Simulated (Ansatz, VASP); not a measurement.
This is a calculation of SBr3 for VASP 6.6.1.

Contents of INCAR:

```
SYSTEM = SBr3
ALGO = Normal ; EDIFF = 1E-6
ENCUT = 520 ; GGA = PE
ISIF = 2 ; ISMEAR = -1
LASPH = .True. ; LCHARG = .False.
LREAL = .False. ; LWAVE = .False.
NBANDS = 22 ; NELM = 80
PREC = Accurate ; SIGMA = 0.05
```

Contents of KPOINTS:

```
k-points
0
Gamma
  10 10 10
  0 0 0
```

POSCAR

```
SBr3
1.0
   -1.9795976674      1.9795976674      8.2799086703
    1.9795976674     -1.9795976674      8.2799086703
    1.9795976674      1.9795976674     -8.2799086703
Br S
3 1
Direct
    0.5000000000      0.5000000000      0.0000000000
    0.2500000000      0.7500000000      0.5000000000
    0.7500000000      0.2500000000      0.5000000000
    0.0000000000      0.0000000000      0.0000000000
```

Potentials or basis: VASP PAW PBE potentials, release 64 (Br, S).

Run with:

```console
$ cat potpaw_PBE.64/Br/POTCAR potpaw_PBE.64/S/POTCAR > POTCAR
$ mpirun -np 1 vasp_std > vasp.out
```

Question: Set up the same calculation for Ansatz 0.2.0. Potentials there: Ansatz PAW.

Answer: As run (the cutoff follows the program's own potentials):

input.yaml

```yaml
crystal:
  lattice:
    - [-1.9795976674, 1.9795976674, 8.2799086703]
    - [1.9795976674, -1.9795976674, 8.2799086703]
    - [1.9795976674, 1.9795976674, -8.2799086703]
  atoms:
    - { symbol: Br, position: [0.5, 0.5, 0.0] }
    - { symbol: Br, position: [0.25, 0.75, 0.5] }
    - { symbol: Br, position: [0.75, 0.25, 0.5] }
    - { symbol: S, position: [0.0, 0.0, 0.0] }
hamiltonian:
  xc: pbe
  pseudopotentials: { kind: paw }
kpoints:
  mp_grid: { grid: [10, 10, 10] }
scf:
  occupations: { method: fermi_dirac, width: 0.05 }
output:
  forces: true
  stress: true
  eigenvalues: true
```

Potentials or basis: Ansatz PAW.

Command:

```sh
$ ansatz run input.yaml --threads 2 --pin off --max-ram 5120MiB --backend cpu --events-out ev --progress --plain --runs-dir out
```

Both were run:

|  | VASP | Ansatz | Ansatz less VASP |
| --- | --- | --- | --- |
| gap on the k mesh at the Fermi level (eV) | none | none | - |
| pressure (GPa) | -1.5 | -1.5 | +0.02 |
| traceless stress, the component that is largest in VASP (GPa) | 1.66 | 1.67 | +0.003 |

A gap of «none» marks a metal or a gap that the smearing closes.
